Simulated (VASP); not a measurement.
The system is FeCo.

```
Fe Co
1.0
     2.85700    0.00000    0.00000
     0.00000    2.85700    0.00000
     0.00000    0.00000    2.85700
Fe Co
1 1
Direct
  0.50000 0.50000 0.50000
  0.00000 0.00000 0.00000
```

Base run:

```yaml
Program: VASP 6.6.1
Functional: PBE
Potentials_or_basis: VASP PAW PBE potentials, release 64 (Fe, Co)
Cutoff: 600 eV
k_mesh: 13 × 13 × 13
Occupations: fermi-dirac, width 0.05 eV
Spin: collinear spin, ferromagnetic start
Starting_moments: "[3.0, 2.0] μB"
```

Its results: pressure -2.9 GPa; net moment 4.53 μB per cell; site moments Fe +2.79; Co +1.76 μB.

Task: The run is repeated on the same cell with these changes: spin from collinear spin, ferromagnetic start to collinear spin, ferrimagnetic start; moments at the start from [3.0, 2.0] to [3.0, -2.0]. What comes out?

Result: Pressure -14.6 GPa; net moment -0.33 μB per cell; site moments Fe +0.96; Co -1.29 μB.

Caveats: the cell stands under tension (at least some runs).
